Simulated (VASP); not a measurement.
# Eu (Fm-3m) in VASP: notebook

Runs on Eu. Level: PBE. Tasks: single point.

Program: VASP 6.6.1. These are calculated values, not measurements. Logs are shortened: lines on timing, memory, paths and dates and some standing lists are left out, and cuts for length are marked.

**1. The cell of the first run**

The structure is cubic, space group Fm-3m (No. 225). Conventional cell: a = 6.009 Å, b = 6.009 Å, c = 6.009 Å, α = 90.00°, β = 90.00°, γ = 90.00°. Within 5.6 Å of Eu (site symmetry m-3m) lie 12 Eu at 4.25 Å.

**2. Single point, PBE, collinear spin, ferromagnetic start (volume scaled by 1.25)**

File INCAR:

```
PREC     = Accurate       # precision mode
ENCUT    = 520            # plane-wave cutoff, eV
EDIFF    = 1E-6           # SCF threshold, eV
ISMEAR   = -1             # smearing method
SIGMA    = 0.08           # smearing width, eV
LREAL    = F              # projectors in reciprocal space
LASPH    = T              # aspherical terms in the spheres
NELM     = 150            # most SCF steps
ALGO     = Normal         # electronic algorithm
ISIF     = 2              # what is computed and relaxed
LWAVE    = F              # write WAVECAR
LCHARG   = F              # write CHGCAR
ISPIN    = 2              # spin polarisation
MAGMOM   = 7              # initial moments
LORBIT   = 11             # projections on sites
LMAXMIX  = 6              # l up to which the mixer works
GGA      = PE             # functional
NBANDS   = 18             # bands
```

File KPOINTS:

```
regular mesh
0
Gamma
  9 9 9
```

File POSCAR:

```
Eu
1.0
    0.0000000000      3.0046852397      3.0046852397
    3.0046852397      0.0000000000      3.0046852397
    3.0046852397      3.0046852397      0.0000000000
Eu
1
Direct
    0.0000000000      0.0000000000      0.0000000000
```

Potentials or basis: VASP PAW PBE potentials, release 64 (Eu).

On the command line:

```
> cat potpaw_PBE.64/Eu/POTCAR > POTCAR
> mpirun -np 1 vasp_std > vasp.out
```

OUTCAR:

```text
PREC = Accurate
   ENCUT = 520
   EDIFF = 1E-6
   ISMEAR = -1
   LREAL = F
   LASPH = T
   NELM = 150
   ISIF = 2
   ISPIN = 2
   LORBIT = 11
   GGA = PE

 ion  position               nearest neighbor table
   1  0.000  0.000  0.000-

  LATTYP: Found a face centered cubic cell.
 ALAT       =     6.0093704794

  Lattice vectors:

 A1 = (   0.0000000000,   3.0046852397,   3.0046852397)
 A2 = (   3.0046852397,   0.0000000000,   3.0046852397)
 A3 = (   3.0046852397,   3.0046852397,   0.0000000000)

Analysis of symmetry for initial positions (statically):
=====================================================================
 Subroutine PRICEL returns:
 Original cell was already a primitive cell.

 Routine SETGRP: Setting up the symmetry group for a
 face centered cubic supercell.

 Subroutine GETGRP returns: Found 48 space group operations
 (whereof 48 operations were pure point group operations)
 out of a pool of 48 trial point group operations.

The static configuration has the point symmetry O_h .

Analysis of symmetry for dynamics (positions and initial velocities):
=====================================================================
 Subroutine PRICEL returns:
 Original cell was already a primitive cell.

 Routine SETGRP: Setting up the symmetry group for a
 face centered cubic supercell.

 Subroutine GETGRP returns: Found 48 space group operations
 (whereof 48 operations were pure point group operations)
 out of a pool of 48 trial point group operations.

The dynamic configuration has the point symmetry O_h .

Analysis of structural, dynamic, and magnetic symmetry:
=====================================================================
 Subroutine PRICEL returns:
 Original cell was already a primitive cell.

 Routine SETGRP: Setting up the symmetry group for a
 face centered cubic supercell.

 Subroutine GETGRP returns: Found 48 space group operations
 (whereof 48 operations were pure point group operations)
 out of a pool of 48 trial point group operations.

The overall configuration has the point symmetry O_h .

 Subroutine INISYM returns: Found 48 space group operations
 (whereof 48 operations are pure point group operations),
 and found     1 'primitive' translations

----------------------------------------------------------------------------------------

                                     Primitive cell

  volume of cell :      54.2534

  direct lattice vectors                    reciprocal lattice vectors
     0.000000000  3.004685240  3.004685240    -0.166406781  0.166406781  0.166406781
     3.004685240  0.000000000  3.004685240     0.166406781 -0.166406781  0.166406781
     3.004685240  3.004685240  0.000000000     0.166406781  0.166406781 -0.166406781

  length of vectors
     4.249266617  4.249266617  4.249266617     0.288225000  0.288225000  0.288225000

  position of ions in fractional coordinates (direct lattice)
     0.000000000  0.000000000  0.000000000

  ion indices of the primitive-cell ions
   primitive index   ion index
                 1           1

----------------------------------------------------------------------------------------

 KPOINTS: regular mesh

Automatic generation of k-mesh.
 Grid dimensions read from file:
 generate k-points for:    9    9    9

 Generating k-lattice:

  Cartesian coordinates                     Fractional coordinates (reciprocal lattice)
    -0.018489642  0.018489642  0.018489642     0.111111111  0.000000000  0.000000000
     0.018489642 -0.018489642  0.018489642     0.000000000  0.111111111  0.000000000
     0.018489642  0.018489642 -0.018489642     0.000000000  0.000000000  0.111111111

  Length of vectors
     0.032025000  0.032025000  0.032025000

  Shift w.r.t. Gamma in fractional coordinates (k-lattice)
     0.000000000  0.000000000  0.000000000

 Subroutine IBZKPT returns following result:
 ===========================================

 Found     35 irreducible k-points:

 Following reciprocal coordinates:
            Coordinates               Weight
  0.000000  0.000000  0.000000      1.000000
  0.111111  0.000000  0.000000      8.000000
  0.222222  0.000000  0.000000      8.000000
  0.333333  0.000000  0.000000      8.000000
  0.444444  0.000000  0.000000      8.000000
  0.111111  0.111111  0.000000      6.000000
[... 16 lines left out ...]
 -0.333333  0.333333  0.000000     12.000000
  0.444444  0.444444  0.000000      6.000000
 [... further k-points ...]
   k-points           NKPTS =     35   k-points in BZ     NKDIM =     35   number of bands    NBANDS=     18
   number of dos      NEDOS =    301   number of ions     NIONS =      1
   total plane-waves  NPLWV =  32768
   dimension x,y,z NGX =    32 NGY =   32 NGZ =   32
   dimension x,y,z NGXF=    64 NGYF=   64 NGZF=   64
   ions per type =               1
   NGX,Y,Z   is equivalent  to a cutoff of  12.52, 12.52, 12.52 a.u.
   NGXF,Y,Z  is equivalent  to a cutoff of  25.04, 25.04, 25.04 a.u.
 SYSTEM =  unknown system
   PREC   = accura    normal or accurate (medium, high low for compatibility)
   ISTART =      0    job   : 0-new  1-cont  2-samecut
   ICHARG =      2    charge: 1-file 2-atom 10-const
   ISPIN  =      2    spin polarized calculation?
   LNONCOLLINEAR =      F non collinear calculations
   LSORBIT =      F    spin-orbit coupling
   LASPH  =      T    aspherical Exc in radial PAW
   ENCUT  =  520.0 eV  38.22 Ry    6.18 a.u.   7.90  7.90  7.90*2*pi/ulx,y,z
   NELM   =    150;   NELMIN=  2; NELMDL= -5     # of ELM steps
   EDIFF  = 0.1E-05   stopping-criterion for ELM
   LREAL  =      F    real-space projection
   EDIFFG = 0.1E-04   stopping-criterion for IOM
   NSW    =      0    number of steps for IOM
   IBRION =     -1    ionic relax: 0-MD 1-quasi-New 2-CG
   NFREE  =      0    steps in history (QN), initial steepest desc. (CG)
   ISIF   =      2    stress and relaxation
   ISYM   =      2    0-nonsym 1-usesym 2-fastsym
   POTIM  = 0.5000    time-step for ionic-motion
   TEBEG  =    0.0;   TEEND  =   0.0 temperature during run
   PSTRESS=    0.0 pullay stress
   NELECT =      17.0000    total number of electrons
   NUPDOWN=      -1.0000    fix difference up-down
   EMIN   =  10.00;   EMAX   =-10.00  energy-range for DOS
   EFERMI =   0.00;   METHOD = LEGACY
   ISMEAR =    -1;   SIGMA  =   0.08  broadening in eV -4-tet -1-fermi 0-gaus
   EFERMI_NEDOS =   21; number of points for ismear=-14 and -15
   IALGO  =     38    algorithm
   IMIX   =      4    mixing-type and parameters
     AMIX     =   0.40;   BMIX     =  1.00
     AMIX_MAG =   1.60;   BMIX_MAG =  1.00
  volume/ion in A,a.u.               =      54.25       366.12
  Fermi-wavevector in a.u.,A,eV,Ry     =   1.111942  2.101266 16.822449  1.236415
  Thomas-Fermi vector in A             =   2.248511
   LORBIT       =     11    0 simple, 1 ext, 2 COOP (PROOUT), +10 PAW based schemes
   GGA     = PE    functional components
   LHFCALC =     F    Hartree Fock is set to
   AEXX    =    0.0000 exact exchange contribution
   IVDW    =     0    specifies the selected vdW correction
   LEPSILON=     F    determine dielectric tensor
   LRPA    =     F    only Hartree local field effects (RPA)
 spin polarized calculation
  energy-cutoff  :      520.00
  volume of cell :       54.25
 maximum number of plane-waves:      1473
   NGX = 15   NGY = 15   NGZ = 15

 number of electron      17.0000006 magnetization       7.3884470

 Free energy of the ion-electron system (eV)
  ---------------------------------------------------
  ext. energy  EPLUGINS =         0.00000000
  ---------------------------------------------------
  free energy    TOTEN  =       -11.35330614 eV

  energy without entropy =      -11.30457331  energy(sigma->0) =      -11.32893973

 E-fermi :   1.1712     XC(G=0):  -7.8654

 val. band max:        1.1649700686   @ k =  -0.3333   0.4444   0.1111
 cond. band min:       1.1925763945   @ k =   0.4444   0.3333   0.0000
 fundamental gap:      0.0276063259
 Fermi energy:         1.1711820692

 spin component 1

 k-point     1 :       0.0000    0.0000    0.0000
  band No.  band energies     occupation
      1     -40.6495      1.00000
      2     -19.3410      1.00000
      3     -19.3410      1.00000
      4     -19.3410      1.00000
      5      -2.7452      1.00000
      6       0.6417      0.99867
[... 10 lines left out ...]
     17       4.2480      0.00000
     18       8.5824      0.00000

 k-point     2 :       0.1111    0.0000    0.0000
  band No.  band energies     occupation
      1     -40.6484      1.00000
      2     -19.3629      1.00000
      3     -19.3441      1.00000
      4     -19.3441      1.00000
      5      -2.5388      1.00000
      6       0.6436      0.99863
[... 10 lines left out ...]
     17       4.1612      0.00000
     18       9.0108      0.00000
[... 442 lines left out ...]
 k-point    24 :       0.4444    0.4444    0.0000
  band No.  band energies     occupation
      1     -40.6372      1.00000
      2     -19.5091      1.00000
      3     -19.4070      1.00000
      4     -19.4070      1.00000
      5       0.0575      1.00000
      6       0.6923      0.99749
[... 10 lines left out ...]
     17       5.2525      0.00000
     18       6.8573      0.00000

 [... further k-points ...]

 spin component 2

 k-point     1 :       0.0000    0.0000    0.0000
  band No.  band energies     occupation
      1     -37.4886      1.00000
      2     -17.0046      1.00000
      3     -17.0046      1.00000
      4     -17.0046      1.00000
      5      -2.0584      1.00000
      6       3.7946      0.00000
[... 10 lines left out ...]
     17       5.6781      0.00000
     18       9.7194      0.00000

 k-point     2 :       0.1111    0.0000    0.0000
  band No.  band energies     occupation
      1     -37.4871      1.00000
      2     -17.0336      1.00000
      3     -17.0085      1.00000
      4     -17.0085      1.00000
      5      -1.8446      1.00000
      6       3.4775      0.00000
[... 10 lines left out ...]
     17       5.7082      0.00000
     18      10.0952      0.00000
[... 442 lines left out ...]
 k-point    24 :       0.4444    0.4444    0.0000
  band No.  band energies     occupation
      1     -37.4719      1.00000
      2     -17.2243      1.00000
      3     -17.0900      1.00000
      4     -17.0900      1.00000
      5       0.7606      0.99413
      6       1.8170      0.00031
[... 10 lines left out ...]
     17       6.5603      0.00000
     18       8.0572      0.00000

 [... further k-points ...]
[... 5 lines left out ...]
  --------------------------------------------------------------------------------------
  -------------------------------------------------------------------------------------
  Total       -0.8757863     -0.8757863     -0.8757863     -0.0000000      0.0000000     -0.0000000
  in kB      -25.8631715    -25.8631715    -25.8631715     -0.0000000      0.0000000     -0.0000000
  external PRESSURE =     -25.8631715 kB  Pullay stress =       0.0000000 kB

 VOLUME and BASIS-vectors are now :
 -----------------------------------------------------------------------------
  energy-cutoff  :      520.00
  volume of cell :       54.25
      direct lattice vectors                 reciprocal lattice vectors
     0.000000000  3.004685240  3.004685240    -0.166406781  0.166406781  0.166406781
     3.004685240  0.000000000  3.004685240     0.166406781 -0.166406781  0.166406781
     3.004685240  3.004685240  0.000000000     0.166406781  0.166406781 -0.166406781

 POSITION                                       TOTAL-FORCE (eV/Angst)
 -----------------------------------------------------------------------------------
      0.00000      0.00000      0.00000         0.000000      0.000000      0.000000
 -----------------------------------------------------------------------------------
    total drift:                                0.000000      0.000000      0.000000

  FREE ENERGIE OF THE ION-ELECTRON SYSTEM (eV)
  ---------------------------------------------------
  free  energy   TOTEN  =       -11.3533061373 eV

  energy  without entropy=      -11.3045733136  energy(sigma->0) =      -11.32893973

 total charge

# of ion       s       p       d       f       tot
--------------------------------------------------
    1        2.075   5.722   0.209   6.698  14.705

 magnetization (x)

# of ion       s       p       d       f       tot
--------------------------------------------------
    1       -0.004  -0.100   0.118   6.697   6.712
```

Wall time 34 s (1 thread of Intel Xeon 6975P-C (Granite Rapids), shared host); peak memory 0.24 GiB.

Results:

```
Free energy                                           : -11.3533 eV
Pressure                                              : -2.6 GPa
Net moment                                            : 7.39 μB per cell
Site moments                                          : Eu +6.71 μB
Valence electrons inside the program's atomic spheres : Eu 14.71
```

Levels at points of the mesh, in eV from the Fermi level:
Spin up:
| k point | band 10 | band 11 | band 12 | band 13 | band 14 | band 15 |
| --- | --- | --- | --- | --- | --- | --- |
| (0.00, 0.00, 0.00) | -0.39 | -0.39 | -0.39 | 1.66 | 1.66 | 1.66 |
Spin down:
| k point | band 1 | band 2 | band 3 | band 4 | band 5 | band 6 | band 7 | band 8 | band 9 | band 10 |
| --- | --- | --- | --- | --- | --- | --- | --- | --- | --- | --- |
| (0.00, 0.00, 0.00) | -38.66 | -18.18 | -18.18 | -18.18 | -3.23 | 2.62 | 2.62 | 2.62 | 3.92 | 4.17 |

Caveat: spin-orbit coupling is left out, which moves the levels of the heavy elements. The state reached can hang on the start; a lower one may exist.

**3. Single point, PBE, collinear spin, ferromagnetic start (volume scaled by 1.25)**

File INCAR:

```
SYSTEM = Eu
PREC = Accurate ; ENCUT = 520
EDIFF = 1E-6 ; ISMEAR = -1
SIGMA = 0.08 ; LREAL = .FALSE.
LASPH = .TRUE. ; NELM = 150
ALGO = Normal ; ISIF = 2
LWAVE = .FALSE. ; LCHARG = .TRUE.
ISPIN = 2 ; MAGMOM = 7
LORBIT = 11 ; LMAXMIX = 6
GGA = PE ; LELF = .TRUE.
LVHAR = .TRUE. ; NBANDS = 18
```

File KPOINTS:

```
regular mesh
0
G
  9 9 9
  0 0 0
```

POSCAR is that of step 2.

Potentials or basis: VASP PAW PBE potentials, release 64 (Eu).

On the command line:

```
> cat potpaw_PBE.64/Eu/POTCAR > POTCAR
> mpirun -np 1 vasp_std > vasp.out
```

Run time: 34 s. Hardware: 1 thread of Intel Xeon 6975P-C (Granite Rapids), shared host; peak memory 0.24 GiB.

The run converged. Its results:

- Free energy: -11.3533 eV
- Pressure: -2.6 GPa
- Net moment: 7.39 μB per cell
- Site moments: Eu +6.71 μB
- Valence electrons inside the program's atomic spheres: Eu 14.71

Levels at points of the mesh, in eV from the Fermi level:
Spin up:
| k point | band 9 | band 10 | band 11 | band 12 | band 13 | band 14 | band 15 | band 16 |
| --- | --- | --- | --- | --- | --- | --- | --- | --- |
| (0.00, 0.00, 0.00) | -0.47 | -0.39 | -0.39 | -0.39 | 1.66 | 1.66 | 1.66 | 3.08 |
Spin down:
```csv
k point,band 3,band 4,band 5,band 6,band 7,band 8
"(0.00, 0.00, 0.00)",-18.18,-18.18,-3.23,2.62,2.62,2.62
```

Caveat: spin-orbit coupling is left out, which moves the levels of the heavy elements.
